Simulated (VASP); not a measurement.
# Y (Fd-3m) in VASP: notebook

Y is run at these levels: PBEsol; tasks: single point.

Everything below comes from runs of VASP 6.6.1. Logs are shortened: lines on timing, memory, paths and dates and some standing lists are left out, and cuts for length are marked.

## Step 1: The cell of the first run

The structure is cubic, space group Fd-3m (No. 227). Conventional cell: a = 5.636 Å, b = 5.636 Å, c = 5.636 Å, α = 90.00°, β = 90.00°, γ = 90.00°. Y (site symmetry -43m) has 4 Y at 2.44 Å within 3.2 Å.

This isn't the form of Y at room conditions, which is hcp.

## Step 2: Single point, PBEsol

INCAR

```
SYSTEM = Y
PREC = Accurate
ENCUT = 500
EDIFF = 1E-6
ISMEAR = -1
SIGMA = 0.1
LREAL = .False.
LASPH = .True.
NELM = 120
ALGO = Normal
ISIF = 2
LWAVE = .False.
LCHARG = .False.
GGA = PS
NBANDS = 18
GGA_COMPAT = .False.
```

KPOINTS

```
regular mesh
0
Gamma
  6 6 6
  0 0 0
```

POSCAR

```
Y
1.0
    0.0000000000      2.8178363579      2.8178363579
    2.8178363579      0.0000000000      2.8178363579
    2.8178363579      2.8178363579      0.0000000000
Y
2
Direct
    1.0000000000      1.0000000000      1.0000000000
    0.2500000000      0.2500000000      0.2500000000
```

Potentials or basis: VASP PAW PBE potentials, release 64 (Y_sv).

Command:

```sh
$ cat potpaw_PBE.64/Y_sv/POTCAR > POTCAR
$ mpirun -np 1 vasp_std > vasp.out
```

OUTCAR:

```text
SYSTEM = Y
   PREC = Accurate
   ENCUT = 500
   EDIFF = 1E-6
   ISMEAR = -1
   LREAL = .False.
   LASPH = .True.
   NELM = 120
   ISIF = 2
   GGA = PS

 ion  position               nearest neighbor table
   1  0.000  0.000  0.000-   2 2.44   2 2.44   2 2.44   2 2.44
   2  0.250  0.250  0.250-   1 2.44   1 2.44   1 2.44   1 2.44

  LATTYP: Found a face centered cubic cell.
 ALAT       =     5.6356727158

  Lattice vectors:

 A1 = (   0.0000000000,   2.8178363579,   2.8178363579)
 A2 = (   2.8178363579,   0.0000000000,   2.8178363579)
 A3 = (   2.8178363579,   2.8178363579,   0.0000000000)

Analysis of symmetry for initial positions (statically):
=====================================================================
 Subroutine PRICEL returns:
 Original cell was already a primitive cell.

 Routine SETGRP: Setting up the symmetry group for a
 face centered cubic supercell.

 Subroutine GETGRP returns: Found 48 space group operations
 (whereof 24 operations were pure point group operations)
 out of a pool of 48 trial point group operations.

The static configuration has the point symmetry T_d .
 The point group associated with its full space group is O_h .

Analysis of symmetry for dynamics (positions and initial velocities):
=====================================================================
 Subroutine PRICEL returns:
 Original cell was already a primitive cell.

 Routine SETGRP: Setting up the symmetry group for a
 face centered cubic supercell.

 Subroutine GETGRP returns: Found 48 space group operations
 (whereof 24 operations were pure point group operations)
 out of a pool of 48 trial point group operations.

The dynamic configuration has the point symmetry T_d .
 The point group associated with its full space group is O_h .

 Subroutine INISYM returns: Found 48 space group operations
 (whereof 24 operations are pure point group operations),
 and found     1 'primitive' translations

----------------------------------------------------------------------------------------

                                     Primitive cell

  volume of cell :      44.7484

  direct lattice vectors                    reciprocal lattice vectors
     0.000000000  2.817836358  2.817836358    -0.177441106  0.177441106  0.177441106
     2.817836358  0.000000000  2.817836358     0.177441106 -0.177441106  0.177441106
     2.817836358  2.817836358  0.000000000     0.177441106  0.177441106 -0.177441106

  length of vectors
     3.985022394  3.985022394  3.985022394     0.307337011  0.307337011  0.307337011

[... 70 lines left out ...]
   NELM   =    120;   NELMIN=  2; NELMDL= -5     # of ELM steps
   EDIFF  = 0.1E-05   stopping-criterion for ELM
   LREAL  =      F    real-space projection
   EDIFFG = 0.1E-04   stopping-criterion for IOM
   NSW    =      0    number of steps for IOM
   IBRION =     -1    ionic relax: 0-MD 1-quasi-New 2-CG
   NFREE  =      0    steps in history (QN), initial steepest desc. (CG)
   ISIF   =      2    stress and relaxation
   ISYM   =      2    0-nonsym 1-usesym 2-fastsym
   POTIM  = 0.5000    time-step for ionic-motion
   TEBEG  =    0.0;   TEEND  =   0.0 temperature during run
   PSTRESS=    0.0 pullay stress
   NELECT =      22.0000    total number of electrons
   NUPDOWN=      -1.0000    fix difference up-down
   EMIN   =  10.00;   EMAX   =-10.00  energy-range for DOS
   EFERMI =   0.00;   METHOD = LEGACY
   ISMEAR =    -1;   SIGMA  =   0.10  broadening in eV -4-tet -1-fermi 0-gaus
   EFERMI_NEDOS =   21; number of points for ismear=-14 and -15
   IALGO  =     38    algorithm
   IMIX   =      4    mixing-type and parameters
     AMIX     =   0.40;   BMIX     =  1.00
     AMIX_MAG =   1.60;   BMIX_MAG =  1.00
  volume/ion in A,a.u.               =      22.37       150.99
  Fermi-wavevector in a.u.,A,eV,Ry     =   1.292082  2.441680 22.714586  1.669475
  Thomas-Fermi vector in A             =   2.423812
   LORBIT       =      0    0 simple, 1 ext, 2 COOP (PROOUT), +10 PAW based schemes
   GGA     = PS    functional components
   LHFCALC =     F    Hartree Fock is set to
   AEXX    =    0.0000 exact exchange contribution
   IVDW    =     0    specifies the selected vdW correction
   LEPSILON=     F    determine dielectric tensor
   LRPA    =     F    only Hartree local field effects (RPA)
 non-spin polarized calculation
  energy-cutoff  :      500.00
  volume of cell :       44.75
 maximum number of plane-waves:      1158
 NGX is ok and might be reduce to    30
   NGX = 15   NGY = 15   NGZ = 15

 number of electron      22.0000000 magnetization

 Free energy of the ion-electron system (eV)
  ---------------------------------------------------
  ext. energy  EPLUGINS =         0.00000000
  ---------------------------------------------------
  free energy    TOTEN  =        -8.57467569 eV

  energy without entropy =       -8.52640826  energy(sigma->0) =       -8.55054198

 E-fermi :   5.0341     XC(G=0): -10.9520

 val. band max:        4.7405548013   @ k =   0.5000   0.3333   0.0000
 cond. band min:       5.0893069436   @ k =  -0.3333   0.1667   0.0000
 fundamental gap:      0.3487521423
 Fermi energy:         5.0341229415

 k-point     1 :       0.0000    0.0000    0.0000
  band No.  band energies     occupation
      1     -38.7697      2.00000
      2     -36.4867      2.00000
      3     -19.2401      2.00000
      4     -19.2401      2.00000
      5     -19.2401      2.00000
      6     -16.7058      2.00000
[... 313 lines left out ...]
      5     -17.8641      2.00000
      6     -17.8641      2.00000
[... 10 lines left out ...]
     17      11.6022      0.00000
     18      11.6022      0.00000

------------------------ aborting loop because EDIFF is reached ----------------------------------------

  FORCE on cell =-STRESS in cart. coord.  units (eV):
  Direction    XX          YY          ZZ          XY          YZ          ZX
  --------------------------------------------------------------------------------------
  -------------------------------------------------------------------------------------
  Total        5.6275741      5.6275741      5.6275741      0.0000000      0.0000000      0.0000000
  in kB      201.4904675    201.4904675    201.4904675      0.0000000      0.0000000      0.0000000
  external PRESSURE =     201.4904675 kB  Pullay stress =       0.0000000 kB

 VOLUME and BASIS-vectors are now :
 -----------------------------------------------------------------------------
  energy-cutoff  :      500.00
  volume of cell :       44.75
      direct lattice vectors                 reciprocal lattice vectors
     0.000000000  2.817836358  2.817836358    -0.177441106  0.177441106  0.177441106
     2.817836358  0.000000000  2.817836358     0.177441106 -0.177441106  0.177441106
     2.817836358  2.817836358  0.000000000     0.177441106  0.177441106 -0.177441106

 POSITION                                       TOTAL-FORCE (eV/Angst)
 -----------------------------------------------------------------------------------
      0.00000      0.00000      0.00000        -0.000000     -0.000000     -0.000000
      1.40892      1.40892      1.40892         0.000000      0.000000      0.000000
 -----------------------------------------------------------------------------------
    total drift:                                0.000000     -0.000000      0.000000

  FREE ENERGIE OF THE ION-ELECTRON SYSTEM (eV)
  ---------------------------------------------------
  free  energy   TOTEN  =        -8.5746756939 eV

  energy  without entropy=       -8.5264082630  energy(sigma->0) =       -8.55054198
```

stdout:

```text
POSCAR found type information on POSCAR Y
 POSCAR found :  1 types and       2 ions
 scaLAPACK will be used
 -----------------------------------------------------------------------------
|                                                                             |
|                                                                             |
|     You enforced a specific xc type in the INCAR file but a different       |
|     I HOPE YOU KNOW WHAT YOU ARE DOING!                                     |
|                                                                             |
 -----------------------------------------------------------------------------

 LDA part: xc-table for (Slater+PW92), standard interpolation
 POSCAR, INCAR and KPOINTS ok, starting setup
 FFT: planning ... GRIDC
 FFT: planning ... GRID_SOFT
 FFT: planning ... GRID
 WAVECAR not read
 entering main loop
```

Run time: 18 s. Hardware: 1 thread of Intel Xeon Platinum 8259CL at 2.50GHz (Skylake/Cascade Lake), shared host; peak memory 0.17 GiB.

What came out:

```yaml
Free_energy: -8.5747 eV
Pressure: 20.1 GPa
Band_gap_on_the_k_mesh: zero (bands 11 and 12 overlap by 1.34 eV)
```

Levels at points of the mesh, in eV from the Fermi level:
```tsv
k point	band 9	band 10	band 11	band 12	band 13	band 14
(0.00, 0.00, 0.00)	-4.40	-1.41	-1.41	0.86	0.86	0.86
(0.50, 0.00, 0.00)	-2.00	-1.21	-1.21	-0.96	0.16	0.16
(0.50, 0.50, 0.00)	-2.96	-2.96	0.18	0.18	2.35	2.35
```

Caveat: the cell stands under pressure; the PAW data sets were made with another functional, which shifts forces and pressure a little.

## Step 3: Single point, PBEsol

This run uses another cell than the first one, of 25.24 Å³/atom.

INCAR

```
ALGO = Normal
EDIFF = 1E-6
ENCUT = 500
GGA = PS
GGA_COMPAT = F
ISIF = 2
ISMEAR = -1
LASPH = T
LCHARG = F
LREAL = F
LWAVE = F
NBANDS = 18
NELM = 120
PREC = Accurate
SIGMA = 0.1
```

KPOINTS

```
k-points
0
Gamma
  6 6 6
```

POSCAR

```
Y
1.0
    0.0000000000      2.9335096268      2.9335096268
    2.9335096268      0.0000000000      2.9335096268
    2.9335096268      2.9335096268      0.0000000000
Y
2
Direct
    1.0000000000      1.0000000000      1.0000000000
    0.2500000000      0.2500000000      0.2500000000
```

Potentials or basis: VASP PAW PBE potentials, release 64 (Y_sv).

Command:

```sh
$ cat potpaw_PBE.64/Y_sv/POTCAR > POTCAR
$ mpirun -np 1 vasp_std > vasp.out
```

Wall time 17 s (1 thread of Intel Xeon Platinum 8259CL at 2.50GHz (Skylake/Cascade Lake), shared host); peak memory 0.18 GiB.

The run converged. Its results:

```
Free energy            : -9.0921 eV
Pressure               : 10.1 GPa
Band gap on the k mesh : zero (bands 11 and 12 overlap by 1.42 eV)
```

Levels at points of the mesh, in eV from the Fermi level:
| k point | band 7 | band 8 | band 9 | band 10 | band 11 | band 12 | band 13 | band 14 | band 15 | band 16 |
| --- | --- | --- | --- | --- | --- | --- | --- | --- | --- | --- |
| (0.00, 0.00, 0.00) | -21.84 | -21.84 | -4.17 | -0.98 | -0.98 | 0.85 | 0.85 | 0.85 | 3.53 | 3.53 |
| (0.50, 0.00, 0.00) | -21.49 | -21.49 | -1.57 | -1.02 | -0.85 | -0.85 | 0.36 | 0.36 | 2.36 | 5.20 |
| (0.50, 0.50, 0.00) | -21.12 | -21.12 | -2.42 | -2.42 | 0.40 | 0.40 | 2.21 | 2.21 | 2.41 | 2.41 |

Caveat: the cell stands under pressure; the PAW data sets were made with another functional, which shifts forces and pressure a little.
